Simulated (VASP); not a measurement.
Wanted: the native input for a VASP 6.6.1 run.

```
Task                   : single point
Functional             : PBE
Potentials or basis    : VASP PAW PBE potentials, release 64 (Sr_sv, Cl)
Cutoff                 : 500 eV
k mesh                 : 6 × 6 × 2
Occupations            : gaussian, width 0.01 eV
Spin                   : no spin polarisation
Dipole correction      : no
Further INCAR settings : ALGO = Normal; EDIFF = 1e-06; NBANDS = 19
```

The structure of SrCl2 lies in POSCAR:

```
SrCl2
1.0
    4.2551520474      0.0000000000      0.0000000000
   -2.1275760237      3.6850697700      0.0000000000
    0.0000000000      0.0000000000      5.4029412850
Sr Cl
1 2
Direct
    0.0000000000      0.0000000000      0.0000000000
    0.3333333333      0.6666666667      0.2486950226
    0.6666666667      0.3333333333      0.7513049774
```

The input as run:

INCAR

```
ALGO = Normal ; EDIFF = 1E-6
ENCUT = 500 ; GGA = PE
GGA_COMPAT = False ; ISIF = 2
ISMEAR = 0 ; LASPH = True
LCHARG = False ; LREAL = False
LWAVE = False ; NBANDS = 19
NELM = 120 ; PREC = Accurate
SIGMA = 0.01
```

KPOINTS

```
k-points
0
Gamma
  6 6 2
```

Potentials or basis: VASP PAW PBE potentials, release 64 (Sr_sv, Cl).

Launch:

```sh
$ cat potpaw_PBE.64/Sr_sv/POTCAR potpaw_PBE.64/Cl/POTCAR > POTCAR
$ mpirun -np 1 vasp_std > vasp.out
```

Results of the run:

- Pressure: 5.9 GPa
- Largest force: 0.536 eV/Å
- Band gap on the k mesh: 5.41 eV (least direct gap 5.51 eV)

Caveat: the k points lie up to 0.58 Å⁻¹ apart.

Wall time 30 s on 1 thread of Intel Xeon 8259CL, with other jobs on the host, peak memory 0.19 GiB.
